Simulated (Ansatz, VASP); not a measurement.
**AlCr2C: VASP beside Ansatz**

```xyz
8
Lattice="2.8130 0.0000 0.0000 -1.4065 2.4362 0.0000 0.0000 0.0000 12.5929" Properties=species:S:1:pos:R:3 pbc="T T T"
Al    1.4065    0.8121    3.1482
Al    0.0000    1.6241    9.4446
Cr    0.0000    1.6241    5.2349
Cr    1.4065    0.8121   11.5313
Cr    1.4065    0.8121    7.3580
Cr    0.0000    1.6241    1.0616
C     0.0000    0.0000    6.2964
C     0.0000    0.0000    0.0000
```

Alike in both runs: functional PBEsol; k mesh 15 × 15 × 4; occupations gaussian, width 0.1 eV; no spin polarisation.

Ansatz relaxed the structure, and its values are those at the end. VASP's run is a single point on that final structure, the one shown.

|  | VASP | Ansatz |
| --- | --- | --- |
| version | VASP 6.6.1 | Ansatz 0.2.0 |
| potentials or method | VASP PAW PBE potentials, release 64 (Al, Cr_pv, C), cutoff 520 eV | scalar-relativistic, plane waves, PAW |
| valence electrons in the cell | 62 | 70 |

|  | VASP | Ansatz | Ansatz less VASP |
| --- | --- | --- | --- |
| gap on the k mesh at the Fermi level (eV) | none | none | - |
| pressure (GPa) | 0.1 | 0.0 | -0.14 |
| rms of the force components (eV/Å) | 0.013 | 0.000 | -0.0124 |

VASP's potentials were made for PBE, not for PBEsol. A gap of «none» marks a metal or a gap that the smearing closes. VASP's potentials hold 62 valence electrons a cell and Ansatz's 70, so a difference there can come from the potentials and not from the codes.
